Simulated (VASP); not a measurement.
A run of VASP 6.6.1 is set up as follows.

INCAR

```
PREC = Accurate
ENCUT = 520
EDIFF = 1E-6
ISMEAR = -1
SIGMA = 0.02
LREAL = False
LASPH = True
NELM = 60
ALGO = Normal
ISIF = 2
LWAVE = False
LCHARG = False
GGA = PE
NBANDS = 16
```

KPOINTS

```
Automatic mesh
0
Gamma
  12 12 6
```

POSCAR

```
BP
1.0
    3.0799086894      0.0000000000      0.0000000000
   -1.5399543447      2.6672791664      0.0000000000
    0.0000000000      0.0000000000      5.0145727567
B P
2 2
Direct
    0.0000000000      0.0000000000      0.0000000000
    0.0000000000      0.0000000000      0.5000000000
    0.3333333333      0.6666666667      0.2500000000
    0.6666666667      0.3333333333      0.7500000000
```

Potentials or basis: VASP PAW PBE potentials, release 64 (B, P).

Command:

```console
$ cat potpaw_PBE.64/B/POTCAR potpaw_PBE.64/P/POTCAR > POTCAR
$ mpirun -np 1 vasp_std > vasp.out
```

Problem. Estimate the band gap on the k mesh.

Solution. Zero (band 8 reaches 11.08 eV, above the bottom of band 9 at 5.30 eV).

Problem. Predict the pressure.

Solution. 0.6 GPa.

Stress tensor (GPa, compression positive):
```
-0.30  0.00  0.00
 0.00 -0.30  0.00
 0.00  0.00  2.28
```
